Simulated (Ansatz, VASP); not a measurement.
Mg: VASP beside Ansatz

```
CELL_PARAMETERS angstrom
-1.98439 1.98439 1.53651
1.98439 -1.98439 1.53651
1.98439 1.98439 -1.53651
ATOMIC_POSITIONS crystal
Mg 0.00000 0.00000 0.00000
```

Alike in both runs: task single point; functional PBE; k mesh 20 × 20 × 20; occupations gaussian, width 0.15 eV; no spin polarisation.

|  | VASP | Ansatz |
| --- | --- | --- |
| version | VASP 6.6.1 | Ansatz 0.2.0 |
| potentials or method | VASP PAW PBE potentials, release 64 (Mg), cutoff 520 eV | scalar-relativistic, plane waves, PAW |
| valence electrons in the cell | 2 | 10 |

Ansatz gave:

* gap on the k mesh at the Fermi level (eV): none
* pressure (GPa): -0.7
* traceless stress, the component that is largest in VASP (GPa): 2.89

Q: Which values does VASP return?

A: gap on the k mesh at the Fermi level (eV): none; pressure (GPa): -0.8; traceless stress, the component that is largest in VASP (GPa): 2.88.

A gap of «none» marks a metal or a gap that the smearing closes. With one functional, cell and mesh, what is left measures potentials, basis and numerics. VASP's potentials hold 2 valence electrons a cell and Ansatz's 10, so a difference there can come from the potentials and not from the codes.
